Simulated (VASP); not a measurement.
Os, 1 atom in the cell. Symmetry: Fm-3m, No. 225, cubic system. The conventional cell has a = 3.890 Å, b = 3.890 Å, c = 3.890 Å, α = 90.00°, β = 90.00°, γ = 90.00°. Os (site symmetry m-3m) has 12 Os at 2.75 Å within 3.6 Å. 

| Quantity | Value |
| --- | --- |
| Program | VASP 6.6.1 |
| Task | electric field gradients |
| Functional | r2SCAN |
| Potentials or basis | VASP PAW PBE potentials, release 64 (Os) |
| Cutoff | 520 eV |
| k mesh | 14 × 14 × 14 |
| Occupations | fermi-dirac, width 0.03 eV |
| Spin | no spin polarisation |
| Dipole correction | no |
| Further INCAR settings | ALGO = Normal; EDIFF = 1e-08; NBANDS = 10 |

Potentials or basis: VASP PAW PBE potentials, release 64 (Os).

Launch:

```sh
$ cat potpaw_PBE.64/Os/POTCAR > POTCAR
$ cp INCAR.step1 INCAR
$ mpirun -np 1 vasp_std > vasp.out
$ cp INCAR.step2 INCAR
$ mpirun -np 1 vasp_std > vasp.out
```

Hardware: 1 thread of Intel(R) Xeon(R) 6975P-C (Granite Rapids), on a shared host.

Task: Estimate the wall time of this run.

Result: It took 30 s on 1 thread of Intel(R) Xeon(R) 6975P-C (Granite Rapids), on a shared host, peak memory 0.14 GiB. Counts: k points 104.
